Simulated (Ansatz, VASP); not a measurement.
# Two plane-wave programs on Mo3N4

```
CELL_PARAMETERS angstrom
4.16444 0.00000 0.00000
0.00000 4.16444 0.00000
0.00000 0.00000 4.16444
ATOMIC_POSITIONS crystal
Mo 0.50000 0.50000 0.00000
Mo 0.00000 0.50000 0.50000
Mo 0.50000 0.00000 0.50000
N 0.50000 0.50000 0.50000
N 0.50000 0.00000 0.00000
N 0.00000 0.50000 0.00000
N 0.00000 0.00000 0.50000
```

Alike in both runs: functional PBEsol; k mesh 8 × 8 × 8; occupations gaussian, width 0.1 eV; no spin polarisation.

Ansatz relaxed the structure, and its values are those at the end. VASP's run is a single point on that final structure, the one shown.

```csv
,VASP,Ansatz
version,VASP 6.6.1,Ansatz 0.2.0
potentials or method,"VASP PAW PBE potentials, release 64 (Mo_sv, N), cutoff 600 eV","scalar-relativistic, plane waves, PAW"
valence electrons in the cell,62,62
```

VASP gave:

* gap on the k mesh at the Fermi level (eV): none
* pressure (GPa): 0.2

Q: What did Ansatz give for the same quantities?

A: gap on the k mesh at the Fermi level (eV): none; pressure (GPa): 0.0.

VASP's potentials were made for PBE, not for PBEsol. A gap of «none» marks a metal or a gap that the smearing closes.
